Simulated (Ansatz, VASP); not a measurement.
## Ta2N: VASP beside Ansatz

```
Ta N
1.0
     3.11286    0.00000    0.00000
    -1.55643    2.69582    0.00000
     0.00000    0.00000    4.86984
Ta N
2 1
Direct
  0.66667 0.33333 0.74529
  0.33333 0.66667 0.25471
  0.00000 0.00000 0.00000
```

Alike in both runs: task relaxation of cell and atoms; functional r2SCAN; k mesh 15 × 15 × 10; occupations gaussian, width 0.1 eV; no spin polarisation.

|  | VASP | Ansatz |
| --- | --- | --- |
| version | VASP 6.6.1 | Ansatz 0.2.0 |
| potentials or method | VASP PAW PBE potentials, release 64 (Ta_pv, N), cutoff 600 eV | scalar-relativistic, plane waves, PAW |
| valence electrons in the cell | 27 | 31 |

|  | VASP | Ansatz | Ansatz less VASP |
| --- | --- | --- | --- |
| gap on the k mesh at the Fermi level, each at its own relaxed structure (eV) | none | none | - |
| relaxed volume (Å³/atom) | 13.39 | 13.35 | -0.042 |
| relaxed length of the cell vector where the two differ most in proportion (Å) | 3.077 | 3.073 | -0.0039 |

VASP's potentials were made for PBE, not for r2SCAN. A gap of «none» marks a metal or a gap that the smearing closes. VASP's potentials hold 27 valence electrons a cell and Ansatz's 31, so a difference there can come from the potentials and not from the codes.

Spin-orbit coupling is off throughout.
